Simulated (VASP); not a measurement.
Set up this calculation in VASP 6.6.1, as the native input.

```yaml
Task: single point
Functional: r2SCAN
Potentials_or_basis: VASP PAW PBE potentials, release 64 (Sr_sv, Cl)
Cutoff: 520 eV
k_mesh: 6 × 6 × 6
Occupations: gaussian, width 0.02 eV
Spin: no spin polarisation
Dipole_correction: no
Further_INCAR_settings: ALGO = Normal; EDIFF = 1e-06; NBANDS = 19
```

The system is SrCl2.

```xyz
3
Lattice="0.0000 3.5687 3.5687 3.5687 0.0000 3.5687 3.5687 3.5687 0.0000" Properties=species:S:1:pos:R:3 pbc="T T T"
Sr    0.0000    0.0000    0.0000
Cl    1.7843    1.7843    1.7843
Cl    5.3530    5.3530    5.3530
```

The input as run:

POSCAR

```
SrCl2
1.0
    0.0000000000      3.5686908883      3.5686908883
    3.5686908883      0.0000000000      3.5686908883
    3.5686908883      3.5686908883      0.0000000000
Sr Cl
1 2
Direct
    0.0000000000      0.0000000000      0.0000000000
    0.2500000000      0.2500000000      0.2500000000
    0.7500000000      0.7500000000      0.7500000000
```

INCAR.step1

```
ALGO = Normal
EDIFF = 1E-4
ENCUT = 520
GGA = PE
ISMEAR = 0
LASPH = True
LCHARG = False
LREAL = False
LWAVE = True
NBANDS = 19
NELM = 100
PREC = Accurate
SIGMA = 0.02
```

INCAR.step2

```
ALGO = Normal
EDIFF = 1E-6
ENCUT = 520
ISIF = 2
ISMEAR = 0
ISTART = 1
LASPH = True
LCHARG = True
LELF = True
LMIXTAU = True
LREAL = False
LVHAR = True
LWAVE = False
METAGGA = R2SCAN
NBANDS = 19
NELM = 100
PREC = Accurate
SIGMA = 0.02
```

KPOINTS

```
k-points
0
Gamma
  6 6 6
```

Potentials or basis: VASP PAW PBE potentials, release 64 (Sr_sv, Cl).

Command:

```bash
$ cat potpaw_PBE.64/Sr_sv/POTCAR potpaw_PBE.64/Cl/POTCAR > POTCAR
$ cp INCAR.step1 INCAR
$ mpirun -np 1 vasp_std > vasp.out
$ cp INCAR.step2 INCAR
$ mpirun -np 1 vasp_std > vasp.out
```

Results of the run:

| Property | Result |
| --- | --- |
| Pressure | -2.0 GPa |
| Band gap on the k mesh | 5.71 eV (least direct gap 6.02 eV) |

Caveat: the PAW data sets were made with another functional, which shifts forces and pressure a little.

It took 68 s on 1 thread of Intel(R) Xeon(R) 6975P-C (Granite Rapids) (shared host), peak memory 0.26 GiB.
